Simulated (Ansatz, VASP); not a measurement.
**O in VASP and in Ansatz**

File INCAR:

```
SYSTEM = O
PREC = Accurate
ENCUT = 520
EDIFF = 1E-6
ISMEAR = 0
SIGMA = 0.02
LREAL = .FALSE.
LASPH = .TRUE.
NELM = 150
ALGO = Normal
ISIF = 2
LWAVE = .FALSE.
LCHARG = .FALSE.
ISPIN = 2
MAGMOM = 1 1
LORBIT = 11
IBRION = 2
NSW = 80
EDIFFG = -0.01
```

Contents of KPOINTS:

```
regular mesh
0
G
  1 1 1
  0 0 0
```

Contents of POSCAR:

```
O
1.0
    9.0000000000      0.0000000000      0.0000000000
    0.0000000000      9.5000000000      0.0000000000
    0.0000000000      0.0000000000     10.0000000000
O
2
Direct
    0.5000000000      0.5000000000      0.4385000000
    0.5000000000      0.5000000000      0.5615000000
```

Input for Ansatz:

```yaml
crystal:
  lattice:
    - [9.0, 0.0, 0.0]
    - [0.0, 9.5, 0.0]
    - [0.0, 0.0, 10.0]
  atoms:
    - { symbol: O, position: [0.5, 0.5, 0.4385] }
    - { symbol: O, position: [0.5, 0.5, 0.5615] }
basis:
  ecutwfc: 550.0
kpoints:
  mp_grid:
    grid: [1, 1, 1]
hamiltonian:
  xc: lda
magnetization:
  spin_polarized: true
  per_species:
    O: 1.0
scf:
  convergence:
    dr2_threshold: 1.0e-07
  occupations:
    method: gaussian
    width: 0.02
relax:
  f_tol: 0.01
  max_steps: 60
output:
  stress: true
```

Alike in both runs: task relaxation of the atoms; functional LDA; k mesh 1 × 1 × 1; occupations gaussian, width 0.02 eV; collinear spin.

|  | VASP | Ansatz |
| --- | --- | --- |
| version | VASP 6.6.1 | Ansatz 0.2.0 |
| potentials or method | VASP PAW LDA potentials, release 64 (O), cutoff 520 eV | plane waves, PAW |
| valence electrons in the cell | 12 | 12 |

Ansatz gave:

- net moment per atom (μB): 1.00
- size of the moment on the site where the two differ most (μB): 0.55

Question: Which values does VASP return?

Answer: net moment per atom (μB): 1.00; size of the moment on the site where the two differ most (μB): 0.81.

LDA's correlation is that of Perdew and Zunger in VASP and of Perdew and Wang (1992) in Ansatz. Site moments also hang on the region over which each program counts them. Ansatz's warnings: end state compared, stress scf threshold loose.

Noted on VASP's run: the standard files for N, O and F lose accuracy on very short bonds.
